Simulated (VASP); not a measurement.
Sb5Ru3, 8 atoms in the cell. The structure is cubic, space group Pm-3m (No. 221). Conventional cell: a = 5.587 Å, b = 5.587 Å, c = 5.587 Å, α = 90.00°, β = 90.00°, γ = 90.00°. Within 3.7 Å of Sb (site symmetry 4/mmm) lie 2 Sb at 2.79 Å and 4 Ru at 2.79 Å. Within 3.7 Å of Sb (site symmetry m-3m) lie 6 Sb at 2.79 Å. Sb (site symmetry m-3m) has 6 Ru at 2.79 Å within 3.7 Å. Within 3.7 Å of Ru (site symmetry 4/mmm) lie 6 Sb at 2.79 Å. 

```yaml
Program: VASP 6.6.1
Task: single point
Functional: PBE
Potentials_or_basis: VASP PAW PBE potentials, release 64 (Sb, Ru_pv)
Cutoff: 520 eV
k_mesh: 8 × 8 × 8
Occupations: gaussian, width 0.1 eV
Spin: no spin polarisation
Dipole_correction: no
Further_INCAR_settings: ALGO = Normal; EDIFF = 1e-07; NBANDS = 44
```

Potentials or basis: VASP PAW PBE potentials, release 64 (Sb, Ru_pv).

The run is started by

```console
$ cat potpaw_PBE.64/Sb/POTCAR potpaw_PBE.64/Ru_pv/POTCAR > POTCAR
$ mpirun -np 1 vasp_std > vasp.out
```

Hardware: 1 thread of Intel(R) Xeon(R) Platinum 8488C (Sapphire Rapids) (shared host).

Task: How long does it take, and how much memory?

Result: Wall time 3.8 min on 1 thread of Intel(R) Xeon(R) Platinum 8488C (Sapphire Rapids), on a shared host, peak memory 0.38 GiB. Counts: scf iterations 16, k points 35.
